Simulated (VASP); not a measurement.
# CuO in VASP: further runs

Runs on CuO. Level: PBEsol. Tasks: single point.

Program: VASP 6.6.1. These are calculated values, not measurements. Logs are shortened: lines on timing, memory, paths and dates and some standing lists are left out, and cuts for length are marked.

### 1 The cell of the first run

The typed cell holds 4 atoms: a = 2.852 Å, b = 2.852 Å, c = 5.085 Å, α = 90.01°, β = 90.01°, γ = 89.81°.

### 2 Single point, PBEsol (volume scaled by 0.97, then relaxed in part)

Input file INCAR:

```
ALGO = Normal
EDIFF = 1E-6
ENCUT = 520
GGA = PS
ISIF = 2
ISMEAR = 0
LASPH = T
LCHARG = T
LELF = T
LREAL = F
LVHAR = T
LWAVE = F
NBANDS = 25
NELM = 100
PREC = Accurate
SIGMA = 0.1
```

Input file KPOINTS:

```
k-points
0
Gamma
  16 16 8
```

Input file POSCAR:

```
CuO
1.0
    2.0140605779     -2.0134731147      0.1572828109
    2.0140605779      2.0134731147      0.1572828109
   -0.3966986223      0.0000000000      5.0698659561
Cu O
2 2
Direct
    0.0000000000      0.5000000000      0.0000000000
    0.5000000000      0.0000000000      0.5000000000
    0.5000451916      0.4999548084      0.2500000000
    0.4999548084      0.5000451916      0.7500000000
```

Potentials or basis: VASP PAW PBE potentials, release 64 (Cu, O).

Started as:

```sh
$ cat potpaw_PBE.64/Cu/POTCAR potpaw_PBE.64/O/POTCAR > POTCAR
$ mpirun -np 1 vasp_std > vasp.out
```

OUTCAR:

```text
EDIFF = 1E-6
   ENCUT = 520
   GGA = PS
   ISIF = 2
   ISMEAR = 0
   LASPH = T
   LREAL = F
   NELM = 100
   PREC = Accurate

 ion  position               nearest neighbor table
   1  0.000  0.500  0.000-   3 1.91   4 1.91   4 1.91   3 1.91
   2  0.500  0.000  0.500-   4 1.91   3 1.91   4 1.91   3 1.91
   3  0.500  0.500  0.250-   2 1.91   1 1.91   2 1.91   1 1.91
   4  0.500  0.500  0.750-   1 1.91   2 1.91   2 1.91   1 1.91

  LATTYP: Found a base centered monoclinic cell.
 ALAT       =     4.0403850777
 B/A-ratio  =     0.9966738694
 C/A-ratio  =     1.2586330979
 COS(beta)  =    -0.0001530444

  Lattice vectors:

 A1 = (   2.0140605779,  -2.0134731147,   0.1572828109)
 A2 = (   2.0140605779,   2.0134731147,   0.1572828109)
 A3 = (  -0.3966986223,   0.0000000000,   5.0698659561)

Analysis of symmetry for initial positions (statically):
=====================================================================
 Subroutine PRICEL returns:
 Original cell was already a primitive cell.

 Routine SETGRP: Setting up the symmetry group for a
 base centered monoclinic supercell.

 Subroutine GETGRP returns: Found  4 space group operations
 (whereof  2 operations were pure point group operations)
 out of a pool of  4 trial point group operations.

The static configuration has the point symmetry S_2 .
 The point group associated with its full space group is C_2h.

Analysis of symmetry for dynamics (positions and initial velocities):
=====================================================================
 Subroutine PRICEL returns:
 Original cell was already a primitive cell.

 Routine SETGRP: Setting up the symmetry group for a
 base centered monoclinic supercell.

 Subroutine GETGRP returns: Found  4 space group operations
 (whereof  2 operations were pure point group operations)
 out of a pool of  4 trial point group operations.

The dynamic configuration has the point symmetry S_2 .
 The point group associated with its full space group is C_2h.

 Subroutine INISYM returns: Found  4 space group operations
 (whereof  2 operations are pure point group operations),
 and found     1 'primitive' translations

----------------------------------------------------------------------------------------

                                     Primitive cell

  volume of cell :      41.3705

  direct lattice vectors                    reciprocal lattice vectors
     2.014060578 -2.013473115  0.157282811     0.246746964 -0.248327130  0.019307055
     2.014060578  2.013473115  0.157282811     0.246746964  0.248327130  0.019307055
    -0.396698622  0.000000000  5.069865956    -0.015309697  0.000000000  0.196045945

  length of vectors
     2.852236294  2.852236294  5.085362387     0.350604036  0.350604036  0.196642822

  position of ions in fractional coordinates (direct lattice)
     0.000000000  0.500000000  0.000000000
     0.500000000  0.000000000  0.500000000
     0.500045192  0.499954808  0.250000000
     0.499954808  0.500045192  0.750000000

  ion indices of the primitive-cell ions
   primitive index   ion index
                 1           1
                 2           2
                 3           3
                 4           4

----------------------------------------------------------------------------------------

 KPOINTS: k-points

Automatic generation of k-mesh.
 Grid dimensions read from file:
 generate k-points for:   16   16    8

 Generating k-lattice:

  Cartesian coordinates                     Fractional coordinates (reciprocal lattice)
     0.015421685 -0.015520446  0.001206691     0.062500000  0.000000000  0.000000000
     0.015421685  0.015520446  0.001206691     0.000000000  0.062500000  0.000000000
    -0.001913712  0.000000000  0.024505743     0.000000000  0.000000000  0.125000000

  Length of vectors
     0.021912752  0.021912752  0.024580353

  Shift w.r.t. Gamma in fractional coordinates (k-lattice)
     0.000000000  0.000000000  0.000000000

 Subroutine IBZKPT returns following result:
 ===========================================

 Found    554 irreducible k-points:

 Following reciprocal coordinates:
            Coordinates               Weight
  0.000000  0.000000  0.000000      1.000000
  0.062500  0.000000  0.000000      4.000000
  0.125000  0.000000  0.000000      4.000000
  0.187500  0.000000  0.000000      4.000000
  0.250000  0.000000  0.000000      4.000000
  0.312500  0.000000 -0.000000      4.000000
[... 16 lines left out ...]
 -0.125000  0.062500 -0.000000      4.000000
 -0.062500  0.062500  0.000000      2.000000
 [... further k-points ...]
   k-points           NKPTS =    554   k-points in BZ     NKDIM =    554   number of bands    NBANDS=     25
   number of dos      NEDOS =    301   number of ions     NIONS =      4
   total plane-waves  NPLWV =  23040
   dimension x,y,z NGX =    24 NGY =   24 NGZ =   40
   dimension x,y,z NGXF=    48 NGYF=   48 NGZF=   80
   ions per type =               2   2
   NGX,Y,Z   is equivalent  to a cutoff of  13.99, 13.99, 13.08 a.u.
   NGXF,Y,Z  is equivalent  to a cutoff of  27.98, 27.98, 26.15 a.u.
 SYSTEM =  unknown system
   PREC   = accura    normal or accurate (medium, high low for compatibility)
   ISTART =      0    job   : 0-new  1-cont  2-samecut
   ICHARG =      2    charge: 1-file 2-atom 10-const
   ISPIN  =      1    spin polarized calculation?
   LNONCOLLINEAR =      F non collinear calculations
   LSORBIT =      F    spin-orbit coupling
   LASPH  =      T    aspherical Exc in radial PAW
   ENCUT  =  520.0 eV  38.22 Ry    6.18 a.u.   5.30  5.30  9.46*2*pi/ulx,y,z
   NELM   =    100;   NELMIN=  2; NELMDL= -5     # of ELM steps
   EDIFF  = 0.1E-05   stopping-criterion for ELM
   LREAL  =      F    real-space projection
   EDIFFG = 0.1E-04   stopping-criterion for IOM
   NSW    =      0    number of steps for IOM
   IBRION =     -1    ionic relax: 0-MD 1-quasi-New 2-CG
   NFREE  =      0    steps in history (QN), initial steepest desc. (CG)
   ISIF   =      2    stress and relaxation
   ISYM   =      2    0-nonsym 1-usesym 2-fastsym
   POTIM  = 0.5000    time-step for ionic-motion
   TEBEG  =    0.0;   TEEND  =   0.0 temperature during run
   PSTRESS=    0.0 pullay stress
   NELECT =      34.0000    total number of electrons
   NUPDOWN=      -1.0000    fix difference up-down
   EMIN   =  10.00;   EMAX   =-10.00  energy-range for DOS
   EFERMI =   0.00;   METHOD = LEGACY
   ISMEAR =     0;   SIGMA  =   0.10  broadening in eV -4-tet -1-fermi 0-gaus
   EFERMI_NEDOS =   21; number of points for ismear=-14 and -15
   IALGO  =     38    algorithm
   IMIX   =      4    mixing-type and parameters
     AMIX     =   0.40;   BMIX     =  1.00
     AMIX_MAG =   1.60;   BMIX_MAG =  1.00
  volume/ion in A,a.u.               =      10.34        69.80
  Fermi-wavevector in a.u.,A,eV,Ry     =   1.533455  2.897809 31.993876  2.351484
  Thomas-Fermi vector in A             =   2.640520
   LORBIT       =      0    0 simple, 1 ext, 2 COOP (PROOUT), +10 PAW based schemes
   GGA     = PS    functional components
   LHFCALC =     F    Hartree Fock is set to
   AEXX    =    0.0000 exact exchange contribution
   IVDW    =     0    specifies the selected vdW correction
   LEPSILON=     F    determine dielectric tensor
   LRPA    =     F    only Hartree local field effects (RPA)
 non-spin polarized calculation
 Gauss-broadening in eV      SIGMA  =   0.10
  energy-cutoff  :      520.00
  volume of cell :       41.37
 maximum number of plane-waves:      1138
 NGX is ok and might be reduce to    24
   NGX = 11   NGY = 11   NGZ = 19

 number of electron      33.9999969 magnetization

 Free energy of the ion-electron system (eV)
  ---------------------------------------------------
  ext. energy  EPLUGINS =         0.00000000
  ---------------------------------------------------
  free energy    TOTEN  =       -21.45606756 eV

  energy without entropy =      -21.44399952  energy(sigma->0) =      -21.45003354

 E-fermi :   5.6281     XC(G=0): -11.9838

 val. band max:        5.6081155432   @ k =   0.3750   0.1875   0.5000
 cond. band min:       5.6291834871   @ k =  -0.0625   0.5000   0.2500
 fundamental gap:      0.0210679439
 Fermi energy:         5.6280502387

 k-point     1 :       0.0000    0.0000    0.0000
  band No.  band energies     occupation
      1     -14.7235      2.00000
      2     -13.2537      2.00000
      3      -3.2380      2.00000
      4      -0.2823      2.00000
      5      -0.2751      2.00000
      6       1.4772      2.00000
[... 17 lines left out ...]
     24      20.5176      0.00000
     25      20.6780      0.00000

 k-point     2 :       0.0625    0.0000    0.0000
  band No.  band energies     occupation
      1     -14.6988      2.00000
      2     -13.2458      2.00000
      3      -3.1980      2.00000
      4      -0.3070      2.00000
      5      -0.2667      2.00000
      6       1.2464      2.00000
[... 17 lines left out ...]
     24      20.5958      0.00000
     25      20.7161      0.00000

 k-point     3 :       0.1250    0.0000    0.0000
  band No.  band energies     occupation
      1     -14.6271      2.00000
      2     -13.2241      2.00000
      3      -3.0821      2.00000
      4      -0.3788      2.00000
      5      -0.2335      2.00000
      6       0.6835      2.00000
[... 17 lines left out ...]
     24      20.7893      0.00000
     25      20.8193      0.00000

 k-point     4 :       0.1875    0.0000    0.0000
  band No.  band energies     occupation
      1     -14.5169      2.00000
      2     -13.1910      2.00000
      3      -2.9028      2.00000
      4      -0.4672      2.00000
      5      -0.1825      2.00000
      6       0.0136      2.00000
[... 17 lines left out ...]
     24      20.7851      0.00000
     25      21.2031      0.00000
[... 477 lines left out ...]
 k-point    22 :      -0.1875    0.0625   -0.0000
  band No.  band energies     occupation
      1     -14.4925      2.00000
      2     -13.1840      2.00000
      3      -2.8622      2.00000
      4      -0.4572      2.00000
      5      -0.2066      2.00000
      6       0.0178      2.00000
[... 17 lines left out ...]
     24      20.1435      0.00000
     25      20.8633      0.00000

 k-point    23 :      -0.1250    0.0625   -0.0000
  band No.  band energies     occupation
      1     -14.6024      2.00000
      2     -13.2167      2.00000
      3      -3.0418      2.00000
      4      -0.3710      2.00000
      5      -0.2568      2.00000
      6       0.6734      2.00000
[... 17 lines left out ...]
     24      20.1852      0.00000
     25      20.8465      0.00000

 k-point    24 :      -0.0625    0.0625    0.0000
  band No.  band energies     occupation
      1     -14.6741      2.00000
      2     -13.2383      2.00000
      3      -3.1579      2.00000
      4      -0.3083      2.00000
      5      -0.2817      2.00000
      6       1.1543      2.00000
[... 17 lines left out ...]
     24      20.6160      0.00000
     25      20.7552      0.00000

 [... further k-points ...]

------------------------ aborting loop because EDIFF is reached ----------------------------------------

  FORCE on cell =-STRESS in cart. coord.  units (eV):
  Direction    XX          YY          ZZ          XY          YZ          ZX
  --------------------------------------------------------------------------------------
  -------------------------------------------------------------------------------------
  Total        1.4549329      1.4573941      1.6203967      0.0000000      0.0000000     -0.0128941
  in kB       56.3459947     56.4413112     62.7540036      0.0000000      0.0000000     -0.4993577
  external PRESSURE =      58.5137698 kB  Pullay stress =       0.0000000 kB

 VOLUME and BASIS-vectors are now :
 -----------------------------------------------------------------------------
  energy-cutoff  :      520.00
  volume of cell :       41.37
      direct lattice vectors                 reciprocal lattice vectors
     2.014060578 -2.013473115  0.157282811     0.246746964 -0.248327130  0.019307055
     2.014060578  2.013473115  0.157282811     0.246746964  0.248327130  0.019307055
    -0.396698622  0.000000000  5.069865956    -0.015309697  0.000000000  0.196045945

 POSITION                                       TOTAL-FORCE (eV/Angst)
 -----------------------------------------------------------------------------------
      1.00703      1.00674      0.07864        -0.000000     -0.000000     -0.000000
      0.80868     -1.00674      2.61357        -0.000000     -0.000000     -0.000000
      1.91489     -0.00018      1.42475        -0.000000     -0.000023     -0.000000
      1.71654      0.00018      3.95968         0.000000      0.000023      0.000000
 -----------------------------------------------------------------------------------
    total drift:                                0.000000     -0.000000     -0.000000

  FREE ENERGIE OF THE ION-ELECTRON SYSTEM (eV)
  ---------------------------------------------------
  free  energy   TOTEN  =       -21.4560675566 eV

  energy  without entropy=      -21.4439995234  energy(sigma->0) =      -21.45003354
```

Wall time 3.4 min (1 thread of Intel Xeon 6975P-C (Granite Rapids), shared host); peak memory 0.54 GiB.

What came out:

```
Free energy            : -21.4561 eV
Pressure               : 5.9 GPa
Band gap on the k mesh : zero (band 17 reaches 6.32 eV, above the bottom of band 18 at 5.12 eV)
```

Caveat: the PAW data sets were made with another functional, which shifts forces and pressure a little; semilocal functionals often make such compounds metallic where correlation or magnetic order opens a gap, which also shifts bond lengths.

[end of part 1 of 2]
